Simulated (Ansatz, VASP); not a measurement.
# AlCu3: VASP beside Ansatz

The input INCAR:

```
SYSTEM = AlCu3
PREC     = Accurate       ! precision mode
ENCUT    = 520            ! plane-wave cutoff, eV
EDIFF    = 1E-6           ! SCF threshold, eV
ISMEAR   = -1             ! smearing method
SIGMA    = 0.1            ! smearing width, eV
LREAL    = .FALSE.        ! projectors in reciprocal space
LASPH    = .TRUE.         ! aspherical terms in the spheres
NELM     = 100            ! most SCF steps
ALGO     = Normal         ! electronic algorithm
ISIF     = 2              ! what is computed and relaxed
LWAVE    = .FALSE.        ! write WAVECAR
LCHARG   = .FALSE.        ! write CHGCAR
GGA      = CA             ! functional
NBANDS   = 26             ! bands
```

KPOINTS

```
Automatic mesh
0
G
  7 7 7
  0 0 0
```

Contents of POSCAR:

```
AlCu3
1.0
    0.0000000000      2.8686277918      2.8686277918
    2.8686277918      0.0000000000      2.8686277918
    2.8686277918      2.8686277918      0.0000000000
Al Cu
1 3
Direct
    0.0000000000      0.0000000000      0.0000000000
    0.5000000000      0.5000000000      0.5000000000
    0.2500000000      0.2500000000      0.2500000000
    0.7500000000      0.7500000000      0.7500000000
```

Input for Ansatz:

```yaml
crystal:
  lattice:
    - [0.0, 2.8686277918116003, 2.8686277918116003]
    - [2.8686277918116003, 0.0, 2.8686277918116003]
    - [2.8686277918116003, 2.8686277918116003, 0.0]
  atoms:
    - { symbol: Al, position: [0.0, 0.0, 0.0] }
    - { symbol: Cu, position: [0.5, 0.5, 0.5] }
    - { symbol: Cu, position: [0.25, 0.25, 0.25] }
    - { symbol: Cu, position: [0.75, 0.75, 0.75] }
basis:
  ecutwfc: 571.4391111657479
kpoints:
  mp_grid:
    grid: [7, 7, 7]
hamiltonian:
  xc: lda
scf:
  occupations:
    method: fermi_dirac
    width: 0.1
output:
  stress: true
```

Alike in both runs: task single point; functional LDA; k mesh 7 × 7 × 7; occupations fermi-dirac, width 0.1 eV; no spin polarisation.

```csv
,VASP,Ansatz
version,VASP 6.6.1,Ansatz 0.2.0
potentials or method,"VASP PAW LDA potentials, release 64 (Al, Cu), cutoff 520 eV","plane waves, PAW"
valence electrons in the cell,36,60
```

|  | VASP | Ansatz | Ansatz less VASP |
| --- | --- | --- | --- |
| pressure (GPa) | -2.7 | -3.4 | -0.69 |

LDA's correlation is that of Perdew and Zunger in VASP and of Perdew and Wang (1992) in Ansatz. VASP's potentials hold 36 valence electrons a cell and Ansatz's 60, so a difference there can come from the potentials and not from the codes.
